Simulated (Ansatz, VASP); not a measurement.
Si3N4: VASP beside Ansatz

```xyz
14
Lattice="0.0000 3.8382 3.8382 3.8382 0.0000 3.8382 3.8382 3.8382 0.0000" Properties=species:S:1:pos:R:3 pbc="T T T"
Si    0.9596    0.9596    0.9596
Si    0.9596    2.8787    2.8787
Si    2.8787    2.8787    0.9596
Si    2.8787    0.9596    2.8787
Si    3.8382    3.8382    3.8382
Si    5.7574    5.7574    5.7574
N     6.7724    6.7724    6.7724
N     2.8233    4.8532    4.8532
N     4.7424    4.7424    6.7724
N     4.8532    2.8233    4.8532
N     6.7724    4.7424    4.7424
N     2.8233    2.8233    2.8233
N     4.7424    6.7724    4.7424
N     4.8532    4.8532    2.8233
```

Alike in both runs: functional PBE; k mesh 6 × 6 × 6; occupations fermi-dirac, width 0.02 eV; no spin polarisation.

Ansatz relaxed the structure, and its values are those at the end. VASP's run is a single point on that final structure, the one shown.

|  | VASP | Ansatz |
| --- | --- | --- |
| version | VASP 6.6.1 | Ansatz 0.2.0 |
| potentials or method | VASP PAW PBE potentials, release 64 (Si, N) | plane-wave PAW, scalar-relativistic |
| plane-wave cutoff (eV) | 520 | 420 |
| valence electrons in the cell | 64 | 64 |

|  | VASP | Ansatz | Ansatz less VASP |
| --- | --- | --- | --- |
| gap on the k mesh at the Fermi level (eV) | 3.51 | 3.52 | +0.012 |
| pressure (GPa) | 13.8 | 14.1 | +0.21 |
| rms of the force components (eV/Å) | 0.003 | 0.000 | -0.0034 |

With one functional, cell and mesh, what is left measures potentials, basis and numerics. Ansatz's warnings: stress scf threshold loose.
